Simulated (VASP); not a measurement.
# HfTe2W2 (P4mm) in VASP: a series of runs, part 2 of 3

VASP 6.6.1. The steps go on from the part before.

## 3. Single point, PBE

This run uses another cell than the first one, of 28.61 Å³/atom, 1.201 times its volume.

Input file INCAR:

```
PREC = Accurate ; ENCUT = 520
EDIFF = 1E-6 ; ISMEAR = 0
SIGMA = 0.1 ; LREAL = False
LASPH = True ; NELM = 80
ALGO = Fast ; ISIF = 2
LWAVE = False ; LCHARG = False
GGA = PE ; NBANDS = 33
```

Input file KPOINTS:

```
Automatic mesh
0
Gamma
  4 4 2
```

Input file POSCAR:

```
HfTe2W2
1.0
    4.1277209900      0.0000000000      0.0000000000
    0.0000000000      4.1277209900      0.0000000000
    0.0000000000      0.0000000000      8.3946250500
Hf Te W
1 2 2
Direct
    0.5000000000      0.5000000000      0.6315550800
    0.5000000000      0.0000000000      0.5140781900
    0.0000000000      0.5000000000      0.5140781900
    0.5000000000      0.0000000000      0.1009059400
    0.0000000000      0.5000000000      0.1009059400
```

Potentials or basis: VASP PAW PBE potentials, release 64 (Hf_pv, Te, W_sv).

The run is started by

```
$ cat potpaw_PBE.64/Hf_pv/POTCAR potpaw_PBE.64/Te/POTCAR potpaw_PBE.64/W_sv/POTCAR > POTCAR
$ mpirun -np 1 vasp_std > vasp.out
```

Run time: 45 s. Hardware: 1 thread of Intel Xeon 6975P-C (Granite Rapids), shared host; peak memory 0.27 GiB.

The run converged. Its results:

```
Free energy            : -25.5073 eV
Pressure               : 23.2 GPa
Largest force          : 16.152 eV/Å
Band gap on the k mesh : zero (band 25 reaches 6.02 eV, above the bottom of band 26 at 5.54 eV)
```

Forces on the atoms (eV/Å):
```
Hf   0.000  0.000 16.152
Te   0.000  0.000 -8.134
Te   0.000  0.000 -8.134
W    0.000  0.000  0.058
W    0.000  0.000  0.058
```

Stress tensor (GPa, compression positive):
```
31.78  0.00  0.00
 0.00 31.78  0.00
 0.00  0.00  6.12
```

Levels at points of the mesh, in eV from the Fermi level:
| k point | band 23 | band 24 | band 25 | band 26 | band 27 | band 28 |
| --- | --- | --- | --- | --- | --- | --- |
| (0.00, 0.00, 0.00) | -0.64 | -0.64 | -0.09 | -0.09 | 0.01 | 1.15 |
| (0.50, 0.00, 0.00) | -0.57 | -0.28 | -0.10 | -0.09 | 0.06 | 0.50 |
| (0.50, 0.50, 0.00) | -0.47 | -0.47 | -0.27 | 0.54 | 1.32 | 1.32 |
| (0.00, 0.00, 0.50) | -0.70 | -0.65 | -0.02 | -0.02 | 0.05 | 1.38 |
| (0.50, 0.00, 0.50) | -0.77 | -0.10 | -0.09 | 0.11 | 0.32 | 0.49 |
| (0.50, 0.50, 0.50) | -0.03 | 0.06 | 0.38 | 0.38 | 0.83 | 0.87 |

Caveat: the k points lie up to 0.38 Å⁻¹ apart; spin-orbit coupling is left out, which moves the levels of the heavy elements; forces of over 1 eV/Å act on the atoms, so gaps and moduli don't describe the material at rest.

## 4. Single point, PBE

This run uses another cell than the first one, of 23.74 Å³/atom, 0.997 times its volume.

Input file INCAR:

```
PREC = Accurate
ENCUT = 520
EDIFF = 1E-7
ISMEAR = 0
SIGMA = 0.1
LREAL = False
LASPH = True
NELM = 100
ALGO = Fast
ISIF = 2
LWAVE = False
LCHARG = True
GGA = PE
LELF = True
LVHAR = True
NBANDS = 33
```

Input file KPOINTS:

```
Automatic mesh
0
Gamma
  4 4 4
```

Input file POSCAR:

```
HfTe2W2
1.0
    4.0798943716      0.0000000000      0.0000000000
    0.0000000000      4.0798943716      0.0000000000
    0.0000000000      0.0000000000      7.1304680704
Hf Te W
1 2 2
Direct
    0.5000000000      0.5000000000      0.7851612289
    0.5000000000      0.0000000000      0.4651766707
    0.0000000000      0.5000000000      0.4651766707
    0.5000000000      0.0000000000      0.0730043849
    0.0000000000      0.5000000000      0.0730043849
```

Potentials or basis: VASP PAW PBE potentials, release 64 (Hf_pv, Te, W_sv).

The run is started by

```
$ cat potpaw_PBE.64/Hf_pv/POTCAR potpaw_PBE.64/Te/POTCAR potpaw_PBE.64/W_sv/POTCAR > POTCAR
$ mpirun -np 1 vasp_std > vasp.out
```

OUTCAR:

```text
PREC = Accurate
   ENCUT = 520
   EDIFF = 1E-7
   ISMEAR = 0
   LREAL = False
   LASPH = True
   NELM = 100
   ISIF = 2
   GGA = PE

 ion  position               nearest neighbor table
   1  0.500  0.500  0.785-   4 2.89   5 2.89   4 2.89   5 2.89   2 3.06   2 3.06   3 3.06   3 3.06

   2  0.500  0.000  0.465-   4 2.80   3 2.88   3 2.88   3 2.88   3 2.88   1 3.06   1 3.06
   3  0.000  0.500  0.465-   5 2.80   2 2.88   2 2.88   2 2.88   2 2.88   1 3.06   1 3.06
   4  0.500  0.000  0.073-   2 2.80   5 2.88   5 2.88   5 2.88   5 2.88   1 2.89   1 2.89
   5  0.000  0.500  0.073-   3 2.80   4 2.88   4 2.88   4 2.88   4 2.88   1 2.89   1 2.89

  LATTYP: Found a simple tetragonal cell.
 ALAT       =     4.0798943716
 C/A-ratio  =     1.7477089897

  Lattice vectors:

 A1 = (   4.0798943716,   0.0000000000,   0.0000000000)
 A2 = (   0.0000000000,   4.0798943716,   0.0000000000)
 A3 = (   0.0000000000,   0.0000000000,   7.1304680704)

Analysis of symmetry for initial positions (statically):
=====================================================================
 Subroutine PRICEL returns:
 Original cell was already a primitive cell.

 Routine SETGRP: Setting up the symmetry group for a
 simple tetragonal supercell.

 Subroutine GETGRP returns: Found  8 space group operations
 (whereof  8 operations were pure point group operations)
 out of a pool of 16 trial point group operations.

The static configuration has the point symmetry C_4v.

Analysis of symmetry for dynamics (positions and initial velocities):
=====================================================================
 Subroutine PRICEL returns:
 Original cell was already a primitive cell.

 Routine SETGRP: Setting up the symmetry group for a
 simple tetragonal supercell.

 Subroutine GETGRP returns: Found  8 space group operations
 (whereof  8 operations were pure point group operations)
 out of a pool of 16 trial point group operations.

The dynamic configuration has the point symmetry C_4v.

 Subroutine INISYM returns: Found  8 space group operations
 (whereof  8 operations are pure point group operations),
 and found     1 'primitive' translations

----------------------------------------------------------------------------------------

                                     Primitive cell

  volume of cell :     118.6905

  direct lattice vectors                    reciprocal lattice vectors
     4.079894372  0.000000000  0.000000000     0.245104385  0.000000000  0.000000000
     0.000000000  4.079894372  0.000000000     0.000000000  0.245104385  0.000000000
     0.000000000  0.000000000  7.130468070     0.000000000  0.000000000  0.140243248

  length of vectors
     4.079894372  4.079894372  7.130468070     0.245104385  0.245104385  0.140243248

  position of ions in fractional coordinates (direct lattice)
     0.500000000  0.500000000  0.785161229
     0.500000000  0.000000000  0.465176671
     0.000000000  0.500000000  0.465176671
     0.500000000  0.000000000  0.073004385
     0.000000000  0.500000000  0.073004385

  ion indices of the primitive-cell ions
   primitive index   ion index
                 1           1
                 2           2
                 3           3
[... 26 lines left out ...]

 Found     18 irreducible k-points:

 Following reciprocal coordinates:
            Coordinates               Weight
  0.000000  0.000000  0.000000      1.000000
  0.250000  0.000000  0.000000      4.000000
  0.500000  0.000000  0.000000      2.000000
  0.250000  0.250000  0.000000      4.000000
  0.500000  0.250000  0.000000      4.000000
  0.500000  0.500000  0.000000      1.000000
[... 10 lines left out ...]
  0.500000  0.250000  0.500000      4.000000
  0.500000  0.500000  0.500000      1.000000
   k-points           NKPTS =     18   k-points in BZ     NKDIM =     18   number of bands    NBANDS=     33
   number of dos      NEDOS =    301   number of ions     NIONS =      5
   total plane-waves  NPLWV =  48600
   dimension x,y,z NGX =    30 NGY =   30 NGZ =   54
   dimension x,y,z NGXF=    60 NGYF=   60 NGZF=  108
   ions per type =               1   2   2
   NGX,Y,Z   is equivalent  to a cutoff of  12.22, 12.22, 12.59 a.u.
   NGXF,Y,Z  is equivalent  to a cutoff of  24.45, 24.45, 25.18 a.u.
 SYSTEM =  unknown system
   PREC   = accura    normal or accurate (medium, high low for compatibility)
   ISTART =      0    job   : 0-new  1-cont  2-samecut
   ICHARG =      2    charge: 1-file 2-atom 10-const
   ISPIN  =      1    spin polarized calculation?
   LNONCOLLINEAR =      F non collinear calculations
   LSORBIT =      F    spin-orbit coupling
   LASPH  =      T    aspherical Exc in radial PAW
   ENCUT  =  520.0 eV  38.22 Ry    6.18 a.u.   7.59  7.59 13.26*2*pi/ulx,y,z
   NELM   =    100;   NELMIN=  2; NELMDL= -5     # of ELM steps
   EDIFF  = 0.1E-06   stopping-criterion for ELM
   LREAL  =      F    real-space projection
   EDIFFG = 0.1E-05   stopping-criterion for IOM
   NSW    =      0    number of steps for IOM
   IBRION =     -1    ionic relax: 0-MD 1-quasi-New 2-CG
   NFREE  =      0    steps in history (QN), initial steepest desc. (CG)
   ISIF   =      2    stress and relaxation
   ISYM   =      2    0-nonsym 1-usesym 2-fastsym
   POTIM  = 0.5000    time-step for ionic-motion
   TEBEG  =    0.0;   TEEND  =   0.0 temperature during run
   PSTRESS=    0.0 pullay stress
   NELECT =      50.0000    total number of electrons
   NUPDOWN=      -1.0000    fix difference up-down
   EMIN   =  10.00;   EMAX   =-10.00  energy-range for DOS
   EFERMI =   0.00;   METHOD = LEGACY
   ISMEAR =     0;   SIGMA  =   0.10  broadening in eV -4-tet -1-fermi 0-gaus
   EFERMI_NEDOS =   21; number of points for ismear=-14 and -15
   IALGO  =     68    algorithm
   IMIX   =      4    mixing-type and parameters
     AMIX     =   0.40;   BMIX     =  1.00
     AMIX_MAG =   1.60;   BMIX_MAG =  1.00
  volume/ion in A,a.u.               =      23.74       160.19
  Fermi-wavevector in a.u.,A,eV,Ry     =   1.227231  2.319130 20.491669  1.506095
  Thomas-Fermi vector in A             =   2.362202
   LORBIT       =      0    0 simple, 1 ext, 2 COOP (PROOUT), +10 PAW based schemes
   GGA     = PE    functional components
   LHFCALC =     F    Hartree Fock is set to
   AEXX    =    0.0000 exact exchange contribution
   IVDW    =     0    specifies the selected vdW correction
   LEPSILON=     F    determine dielectric tensor
   LRPA    =     F    only Hartree local field effects (RPA)
 non-spin polarized calculation
 RMM-DIIS sequential band-by-band and
 Gauss-broadening in eV      SIGMA  =   0.10
  energy-cutoff  :      520.00
  volume of cell :      118.69
 maximum number of plane-waves:      3218
   NGX = 15   NGY = 15   NGZ = 27

 number of electron      50.0000005 magnetization

 Free energy of the ion-electron system (eV)
  ---------------------------------------------------
  ext. energy  EPLUGINS =         0.00000000
  ---------------------------------------------------
  free energy    TOTEN  =       -37.59244187 eV

  energy without entropy =      -37.57055430  energy(sigma->0) =      -37.58149808

 E-fermi :   7.7410     XC(G=0): -10.9592

 val. band max:        7.7404179393   @ k =   0.2500   0.2500   0.5000
 cond. band min:       7.7693213727   @ k =   0.5000   0.0000   0.0000
 fundamental gap:      0.0289034334
 Fermi energy:         7.7410393485

 k-point     1 :       0.0000    0.0000    0.0000
  band No.  band energies     occupation
      1     -66.2212      2.00000
      2     -66.1623      2.00000
      3     -30.5475      2.00000
      4     -30.5475      2.00000
      5     -30.4680      2.00000
      6     -30.3541      2.00000
[... 637 lines left out ...]
     32      11.6851      0.00000
     33      11.8790      0.00000

------------------------ aborting loop because EDIFF is reached ----------------------------------------

  FORCE on cell =-STRESS in cart. coord.  units (eV):
  Direction    XX          YY          ZZ          XY          YZ          ZX
  --------------------------------------------------------------------------------------
  -------------------------------------------------------------------------------------
  Total       -0.0623830     -0.0623830     -0.2199548      0.0000000     -0.0000000      0.0000000
  in kB       -0.8420944     -0.8420944     -2.9691227      0.0000000     -0.0000000      0.0000000
  external PRESSURE =      -1.5511039 kB  Pullay stress =       0.0000000 kB

 VOLUME and BASIS-vectors are now :
 -----------------------------------------------------------------------------
  energy-cutoff  :      520.00
  volume of cell :      118.69
      direct lattice vectors                 reciprocal lattice vectors
     4.079894372  0.000000000  0.000000000     0.245104385  0.000000000  0.000000000
     0.000000000  4.079894372  0.000000000     0.000000000  0.245104385  0.000000000
     0.000000000  0.000000000  7.130468070     0.000000000  0.000000000  0.140243248

 POSITION                                       TOTAL-FORCE (eV/Angst)
 -----------------------------------------------------------------------------------
      2.03995      2.03995      5.59857         0.000000      0.000000      0.052710
      2.03995      0.00000      3.31693        -0.000000     -0.000000     -0.004756
      0.00000      2.03995      3.31693         0.000000     -0.000000     -0.004756
      2.03995      0.00000      0.52056         0.000000     -0.000000     -0.021599
      0.00000      2.03995      0.52056         0.000000     -0.000000     -0.021599
 -----------------------------------------------------------------------------------
    total drift:                                0.000000     -0.000000     -0.001033

  FREE ENERGIE OF THE ION-ELECTRON SYSTEM (eV)
  ---------------------------------------------------
  free  energy   TOTEN  =       -37.5924418669 eV

  energy  without entropy=      -37.5705543000  energy(sigma->0) =      -37.58149808
```

Wall time 60 s (1 thread of Intel Xeon 6975P-C (Granite Rapids), shared host); peak memory 0.24 GiB.

Results:

```
Free energy            : -37.5924 eV
Pressure               : -0.2 GPa
Largest force          : 0.053 eV/Å
Band gap on the k mesh : zero (band 25 reaches 9.13 eV, above the bottom of band 26 at 7.11 eV)
```

Forces on the atoms (eV/Å):
```
Hf   0.000  0.000  0.053
Te   0.000  0.000 -0.005
Te   0.000  0.000 -0.005
W    0.000  0.000 -0.022
W    0.000  0.000 -0.022
```

Caveat: the k points lie up to 0.39 Å⁻¹ apart; spin-orbit coupling is left out, which moves the levels of the heavy elements.

(Continued in part 3 of 3.)
